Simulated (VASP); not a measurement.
PtS2:

```xyz
3
Lattice="3.8270 0.0000 0.0000 -1.9135 3.3143 0.0000 0.0000 0.0000 6.6591" Properties=species:S:1:pos:R:3 pbc="T T T"
Pt    0.0000    0.0000    0.0000
S     0.0000    2.2095    1.2583
S     1.9135    1.1048    5.4008
```

* Program: VASP 6.6.1
* Task: relaxation of the atoms
* Functional: PBE
* Potentials or basis: VASP PAW PBE potentials, release 64 (Pt, S)
* Cutoff: 520 eV
* k mesh: 9 × 9 × 4
* Occupations: gaussian, width 0.05 eV
* Spin: no spin polarisation

At the start: pressure -11.8 GPa; volume 28.15 Å³/atom.

Problem. Where does the relaxation end?

Solution. Over 5 steps the energy falls by 85.0 meV/atom at a fixed cell; space group P-3m1 (No. 164, to 0.1 Å) before and after.

Step by step:
| step | energy change (eV) | largest force (eV/Å) | pressure (GPa) |
| --- | --- | --- | --- |
| 1 | 0.0000 | 1.4776 | -11.77 |
| 2 | -0.1689 | 0.8819 | -9.66 |
| 3 | -0.2549 | 0.0200 | -6.39 |
| 4 | -0.2549 | 0.0121 | -6.24 |
| 5 | -0.2549 | 0.0048 | -6.29 |

Final structure:
```
CELL_PARAMETERS angstrom
3.82700 0.00000 0.00000
-1.91350 3.31428 0.00000
0.00000 0.00000 6.65910
ATOMIC_POSITIONS crystal
Pt 0.00000 0.00000 0.00000
S 0.33333 0.66667 0.16373
S 0.66667 0.33333 0.83627
```

Caveat: this functional lacks dispersion, which binds layers or chains, so the pressure and a relaxed spacing across them are unreliable.
